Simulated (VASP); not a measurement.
# Si2Mo (I4/mmm) in VASP: further runs

Aim: see how the results for Si2Mo move with the level of theory and the settings. Levels: PBE, r2SCAN. Tasks: single point, relaxation of cell and atoms.

Program: VASP 6.6.1. These are calculated values, not measurements. Logs are shortened: lines on timing, memory, paths and dates and some standing lists are left out, and cuts for length are marked.

### Step 1. The cell of the first run

The structure is tetragonal, space group I4/mmm (No. 139). Conventional cell: a = 3.217 Å, b = 3.217 Å, c = 7.871 Å, α = 90.00°, β = 90.00°, γ = 90.00°. Within 3.4 Å of Si (site symmetry 4mm) lie 9 Si at 2.59 to 3.22 Å and 5 Mo at 2.62 to 2.64 Å. Mo (site symmetry 4/mmm) has 10 Si at 2.62 to 2.64 Å and 4 Mo at 3.22 Å within 3.5 Å.

### Step 2. Single point, PBE

Input file INCAR:

```
SYSTEM = Si2Mo
PREC = Accurate
ENCUT = 500
EDIFF = 1E-6
ISMEAR = 0
SIGMA = 0.05
LREAL = .FALSE.
LASPH = .TRUE.
NELM = 120
ALGO = Normal
ISIF = 2
LWAVE = .FALSE.
LCHARG = .TRUE.
GGA = PE
LELF = .TRUE.
LVHAR = .TRUE.
NBANDS = 18
GGA_COMPAT = .FALSE.
```

Input file KPOINTS:

```
Automatic mesh
0
G
  8 8 8
  0 0 0
```

Input file POSCAR:

```
Si2Mo
1.0
   -1.6087109789      1.6087109789      3.9354823262
    1.6087109789     -1.6087109789      3.9354823262
    1.6087109789      1.6087109789     -3.9354823262
Si Mo
2 1
Direct
    0.3352320535      0.3352320535      0.0000000000
    0.6647679465      0.6647679465      0.0000000000
    0.0000000000      0.0000000000      0.0000000000
```

Potentials or basis: VASP PAW PBE potentials, release 64 (Si, Mo_sv).

The run is started by

```
cat potpaw_PBE.64/Si/POTCAR potpaw_PBE.64/Mo_sv/POTCAR > POTCAR
mpirun -np 1 vasp_std > vasp.out
```

OUTCAR:

```text
SYSTEM = Si2Mo
   PREC = Accurate
   ENCUT = 500
   EDIFF = 1E-6
   ISMEAR = 0
   LREAL = .FALSE.
   LASPH = .TRUE.
   NELM = 120
   ISIF = 2
   GGA = PE

 ion  position               nearest neighbor table
   1  0.335  0.335  0.000-   2 2.59   3 2.62   3 2.62   3 2.62   3 2.62   3 2.64   2 2.64   2 2.64
                             2 2.64   2 2.64
   2  0.665  0.665  0.000-   1 2.59   3 2.62   3 2.62   3 2.62   3 2.62   3 2.64   1 2.64   1 2.64
                             1 2.64   1 2.64
   3  0.000  0.000  0.000-   2 2.62   2 2.62   2 2.62   1 2.62   2 2.62   1 2.62   1 2.62   1 2.62
                             1 2.64   2 2.64

  LATTYP: Found a body centered tetragonal cell.
 ALAT       =     3.2174219578
 C/A-ratio  =     2.4463575980

  Lattice vectors:

 A1 = (  -1.6087109789,   1.6087109789,   3.9354823262)
 A2 = (   1.6087109789,  -1.6087109789,   3.9354823262)
 A3 = (   1.6087109789,   1.6087109789,  -3.9354823262)

Analysis of symmetry for initial positions (statically):
=====================================================================
 Subroutine PRICEL returns:
 Original cell was already a primitive cell.

 Routine SETGRP: Setting up the symmetry group for a
 body centered tetragonal supercell.

 Subroutine GETGRP returns: Found 16 space group operations
 (whereof 16 operations were pure point group operations)
 out of a pool of 16 trial point group operations.

The static configuration has the point symmetry D_4h.

Analysis of symmetry for dynamics (positions and initial velocities):
=====================================================================
 Subroutine PRICEL returns:
 Original cell was already a primitive cell.

 Routine SETGRP: Setting up the symmetry group for a
 body centered tetragonal supercell.

 Subroutine GETGRP returns: Found 16 space group operations
 (whereof 16 operations were pure point group operations)
 out of a pool of 16 trial point group operations.

The dynamic configuration has the point symmetry D_4h.

 Subroutine INISYM returns: Found 16 space group operations
 (whereof 16 operations are pure point group operations),
 and found     1 'primitive' translations

----------------------------------------------------------------------------------------

                                     Primitive cell

  volume of cell :      40.7393

  direct lattice vectors                    reciprocal lattice vectors
    -1.608710979  1.608710979  3.935482326     0.000000000  0.310807850  0.127049230
     1.608710979 -1.608710979  3.935482326     0.310807850  0.000000000  0.127049230
     1.608710979  1.608710979 -3.935482326     0.310807850  0.310807850  0.000000000

  length of vectors
     4.545758811  4.545758811  4.545758811     0.335772283  0.335772283  0.439548676

  position of ions in fractional coordinates (direct lattice)
     0.335232054  0.335232054  0.000000000
     0.664767946  0.664767946  0.000000000
     0.000000000  0.000000000  0.000000000

  ion indices of the primitive-cell ions
   primitive index   ion index
                 1           1
                 2           2
                 3           3

----------------------------------------------------------------------------------------

 KPOINTS: Automatic mesh

Automatic generation of k-mesh.
 Grid dimensions read from file:
 generate k-points for:    8    8    8

 Generating k-lattice:

  Cartesian coordinates                     Fractional coordinates (reciprocal lattice)
     0.000000000  0.038850981  0.015881154     0.125000000  0.000000000 -0.000000000
     0.038850981  0.000000000  0.015881154     0.000000000  0.125000000 -0.000000000
     0.038850981  0.038850981  0.000000000     0.000000000  0.000000000  0.125000000

  Length of vectors
     0.041971535  0.041971535  0.054943585

  Shift w.r.t. Gamma in fractional coordinates (k-lattice)
     0.000000000  0.000000000  0.000000000

 Subroutine IBZKPT returns following result:
 ===========================================

 Found     59 irreducible k-points:

 Following reciprocal coordinates:
            Coordinates               Weight
  0.000000  0.000000  0.000000      1.000000
  0.125000 -0.000000  0.000000      8.000000
  0.250000 -0.000000  0.000000      8.000000
  0.375000 -0.000000  0.000000      8.000000
  0.500000 -0.000000  0.000000      4.000000
  0.125000  0.125000  0.000000      8.000000
[... 16 lines left out ...]
  0.250000  0.125000  0.125000     16.000000
  0.375000  0.125000  0.125000      8.000000
 [... further k-points ...]
   k-points           NKPTS =     59   k-points in BZ     NKDIM =     59   number of bands    NBANDS=     18
   number of dos      NEDOS =    301   number of ions     NIONS =      3
   total plane-waves  NPLWV =  46656
   dimension x,y,z NGX =    36 NGY =   36 NGZ =   36
   dimension x,y,z NGXF=    72 NGYF=   72 NGZF=   72
   ions per type =               2   1
   NGX,Y,Z   is equivalent  to a cutoff of  13.17, 13.17, 13.17 a.u.
   NGXF,Y,Z  is equivalent  to a cutoff of  26.33, 26.33, 26.33 a.u.
 SYSTEM =  Si2Mo
   PREC   = accura    normal or accurate (medium, high low for compatibility)
   ISTART =      0    job   : 0-new  1-cont  2-samecut
   ICHARG =      2    charge: 1-file 2-atom 10-const
   ISPIN  =      1    spin polarized calculation?
   LNONCOLLINEAR =      F non collinear calculations
   LSORBIT =      F    spin-orbit coupling
   LASPH  =      T    aspherical Exc in radial PAW
   ENCUT  =  500.0 eV  36.75 Ry    6.06 a.u.   8.29  8.29  8.29*2*pi/ulx,y,z
   NELM   =    120;   NELMIN=  2; NELMDL= -5     # of ELM steps
   EDIFF  = 0.1E-05   stopping-criterion for ELM
   LREAL  =      F    real-space projection
   EDIFFG = 0.1E-04   stopping-criterion for IOM
   NSW    =      0    number of steps for IOM
   IBRION =     -1    ionic relax: 0-MD 1-quasi-New 2-CG
   NFREE  =      0    steps in history (QN), initial steepest desc. (CG)
   ISIF   =      2    stress and relaxation
   ISYM   =      2    0-nonsym 1-usesym 2-fastsym
   POTIM  = 0.5000    time-step for ionic-motion
   TEBEG  =    0.0;   TEEND  =   0.0 temperature during run
   PSTRESS=    0.0 pullay stress
   NELECT =      22.0000    total number of electrons
   NUPDOWN=      -1.0000    fix difference up-down
   EMIN   =  10.00;   EMAX   =-10.00  energy-range for DOS
   EFERMI =   0.00;   METHOD = LEGACY
   ISMEAR =     0;   SIGMA  =   0.05  broadening in eV -4-tet -1-fermi 0-gaus
   EFERMI_NEDOS =   21; number of points for ismear=-14 and -15
   IALGO  =     38    algorithm
   IMIX   =      4    mixing-type and parameters
     AMIX     =   0.40;   BMIX     =  1.00
     AMIX_MAG =   1.60;   BMIX_MAG =  1.00
  volume/ion in A,a.u.               =      13.58        91.64
  Fermi-wavevector in a.u.,A,eV,Ry     =   1.333146  2.519281 24.181340  1.777278
  Thomas-Fermi vector in A             =   2.462027
   LORBIT       =      0    0 simple, 1 ext, 2 COOP (PROOUT), +10 PAW based schemes
   GGA     = PE    functional components
   LHFCALC =     F    Hartree Fock is set to
   AEXX    =    0.0000 exact exchange contribution
   IVDW    =     0    specifies the selected vdW correction
   LEPSILON=     F    determine dielectric tensor
   LRPA    =     F    only Hartree local field effects (RPA)
 non-spin polarized calculation
 Gauss-broadening in eV      SIGMA  =   0.05
  energy-cutoff  :      500.00
  volume of cell :       40.74
 maximum number of plane-waves:      1054
 NGX is ok and might be reduce to    36
   NGX = 17   NGY = 17   NGZ = 17

 number of electron      22.0000000 magnetization

 Free energy of the ion-electron system (eV)
  ---------------------------------------------------
  ext. energy  EPLUGINS =         0.00000000
  ---------------------------------------------------
  free energy    TOTEN  =       -23.26462654 eV

  energy without entropy =      -23.26427544  energy(sigma->0) =      -23.26445099

 E-fermi :  12.0366     XC(G=0): -12.3685

 val. band max:       11.8075152697   @ k =   0.5000   0.5000   0.3750
 cond. band min:      12.0604394068   @ k =  -0.3750   0.5000   0.3750
 fundamental gap:      0.2529241371
 Fermi energy:        12.0365925931

 k-point     1 :       0.0000    0.0000    0.0000
  band No.  band energies     occupation
      1     -48.6618      2.00000
      2     -22.8059      2.00000
      3     -22.7354      2.00000
      4     -22.7354      2.00000
      5      -1.2491      2.00000
      6       5.7616      2.00000
[... 10 lines left out ...]
     17      17.1247      0.00000
     18      17.1247      0.00000

 k-point     2 :       0.1250   -0.0000    0.0000
  band No.  band energies     occupation
      1     -48.6593      2.00000
      2     -22.8032      2.00000
      3     -22.7714      2.00000
      4     -22.7321      2.00000
      5      -0.9697      2.00000
      6       5.7534      2.00000
[... 10 lines left out ...]
     17      17.4297      0.00000
     18      18.5441      0.00000

 k-point     3 :       0.2500   -0.0000    0.0000
  band No.  band energies     occupation
      1     -48.6532      2.00000
      2     -22.8577      2.00000
      3     -22.7966      2.00000
      4     -22.7240      2.00000
      5      -0.1632      2.00000
      6       5.3717      2.00000
[... 10 lines left out ...]
     17      18.8217      0.00000
     18      20.9874      0.00000

 k-point     4 :       0.3750   -0.0000    0.0000
  band No.  band energies     occupation
      1     -48.6471      2.00000
      2     -22.9425      2.00000
      3     -22.7900      2.00000
      4     -22.7159      2.00000
      5       1.0785      2.00000
      6       4.1561      2.00000
[... 375 lines left out ...]
      4     -22.7842      2.00000
      5       0.6632      2.00000
      6       5.6083      2.00000
[... 10 lines left out ...]
     17      17.2104      0.00000
     18      20.3899      0.00000

 k-point    23 :       0.2500    0.1250    0.1250
  band No.  band energies     occupation
      1     -48.6388      2.00000
      2     -22.9249      2.00000
      3     -22.8315      2.00000
      4     -22.7771      2.00000
      5       1.7605      2.00000
      6       4.5945      2.00000
[... 10 lines left out ...]
     17      18.5482      0.00000
     18      20.1000      0.00000

 k-point    24 :       0.3750    0.1250    0.1250
  band No.  band energies     occupation
      1     -48.6363      2.00000
      2     -22.9586      2.00000
      3     -22.8272      2.00000
      4     -22.7741      2.00000
      5       2.8427      2.00000
      6       3.4675      2.00000
[... 10 lines left out ...]
     17      18.7830      0.00000
     18      20.3733      0.00000

 [... further k-points ...]
[... 5 lines left out ...]
  --------------------------------------------------------------------------------------
  -------------------------------------------------------------------------------------
  Total        0.0453983      0.0453983      0.0336285      0.0000000      0.0000000     -0.0000000
  in kB        1.7854037      1.7854037      1.3225267      0.0000000      0.0000000     -0.0000000
  external PRESSURE =       1.6311114 kB  Pullay stress =       0.0000000 kB

 VOLUME and BASIS-vectors are now :
 -----------------------------------------------------------------------------
  energy-cutoff  :      500.00
  volume of cell :       40.74
      direct lattice vectors                 reciprocal lattice vectors
    -1.608710979  1.608710979  3.935482326     0.000000000  0.310807850  0.127049230
     1.608710979 -1.608710979  3.935482326     0.310807850  0.000000000  0.127049230
     1.608710979  1.608710979 -3.935482326     0.310807850  0.310807850  0.000000000

 POSITION                                       TOTAL-FORCE (eV/Angst)
 -----------------------------------------------------------------------------------
      0.00000      0.00000      2.63860         0.000000      0.000000     -0.003620
      0.00000      0.00000      5.23237        -0.000000     -0.000000      0.003620
      0.00000      0.00000      0.00000        -0.000000     -0.000000     -0.000000
 -----------------------------------------------------------------------------------
    total drift:                               -0.000000      0.000000      0.000000

  FREE ENERGIE OF THE ION-ELECTRON SYSTEM (eV)
  ---------------------------------------------------
  free  energy   TOTEN  =       -23.2646265413 eV

  energy  without entropy=      -23.2642754445  energy(sigma->0) =      -23.26445099
```

It took 23 s on 1 thread of Intel Xeon 6975P-C (Granite Rapids), shared host; peak memory 0.22 GiB.

What came out:

| Property | Result |
| --- | --- |
| Free energy | -23.2646 eV |
| Pressure | 0.2 GPa |
| Largest force | 0.004 eV/Å |
| Band gap on the k mesh | zero (band 11 reaches 12.54 eV, above the bottom of band 12 at 11.59 eV) |

Forces on the atoms (eV/Å):
```
Si   0.000  0.000 -0.004
Si   0.000  0.000  0.004
Mo   0.000  0.000  0.000
```

(Continued in part 2 of 2.)
